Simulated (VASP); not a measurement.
Set up this calculation in VASP 6.6.1, as the native input.

```yaml
Task: relaxation of cell and atoms
Functional: LDA
Potentials_or_basis: VASP PAW LDA potentials, release 64 (Si, N)
Cutoff: 600 eV
k_mesh: 6 × 6 × 6
Occupations: gaussian, width 0.02 eV
Spin: no spin polarisation
Dipole_correction: no
Further_INCAR_settings: ALGO = Normal; EDIFF = 1e-07; IBRION = 2; EDIFFG = -0.005; NSW = 70; ISIF = 3
```

The structure of Si3N4 lies in POSCAR:

```
Si3N4
1.0
    0.0000000000      3.8946186227      3.8946186227
    3.8946186227      0.0000000000      3.8946186227
    3.8946186227      3.8946186227      0.0000000000
Si N
6 8
Direct
    0.1250000000      0.1250000000      0.6250000000
    0.1250000000      0.6250000000      0.1250000000
    0.6250000000      0.1250000000      0.1250000000
    0.1250000000      0.1250000000      0.1250000000
    0.7500000000      0.7500000000      0.7500000000
    0.5000000000      0.5000000000      0.5000000000
    0.3675422916      0.3675422916      0.3675422916
    0.3526268749      0.8824577084      0.8824577084
    0.8824577084      0.8824577084      0.3526268749
    0.8824577084      0.3526268749      0.8824577084
    0.3675422916      0.3675422916      0.8973731251
    0.3675422916      0.8973731251      0.3675422916
    0.8824577084      0.8824577084      0.8824577084
    0.8973731251      0.3675422916      0.3675422916
```

The input as run:

INCAR

```
PREC     = Accurate       # precision mode
ENCUT    = 600            # plane-wave cutoff, eV
EDIFF    = 1E-7           # SCF threshold, eV
ISMEAR   = 0              # smearing method
SIGMA    = 0.02           # smearing width, eV
LREAL    = F              # projectors in reciprocal space
LASPH    = T              # aspherical terms in the spheres
NELM     = 80             # most SCF steps
ALGO     = Normal         # electronic algorithm
ISIF     = 3              # what is computed and relaxed
LWAVE    = F              # write WAVECAR
LCHARG   = F              # write CHGCAR
IBRION   = 2              # ionic algorithm
NSW      = 70             # ionic steps
EDIFFG   = -0.005         # ionic threshold
```

KPOINTS

```
Automatic mesh
0
Gamma
  6 6 6
```

Potentials or basis: VASP PAW LDA potentials, release 64 (Si, N).

Run with:

```sh
$ cat potpaw_LDA.64/Si/POTCAR potpaw_LDA.64/N/POTCAR > POTCAR
$ mpirun -np 1 vasp_std > vasp.out
```

Results of the run:

| Item | Value |
| --- | --- |
| Relaxed volume | 8.14 Å³/atom |
| Relaxed cell | a = 5.441 Å, b = 5.441 Å, c = 5.441 Å, α = 60.00°, β = 60.00°, γ = 60.00° |
| Space group after relaxing (to 0.1 Å) | Fd-3m (No. 227) |
| Energy gained by relaxing | 10.5 meV/atom |
| Ionic steps | 6 |
| Pressure after relaxing | 0.1 GPa |
| Band gap on the k mesh | 3.34 eV (least direct gap 3.38 eV) |

It took 10 min on 1 thread of Intel Xeon 8259CL (shared host), peak memory 0.29 GiB.
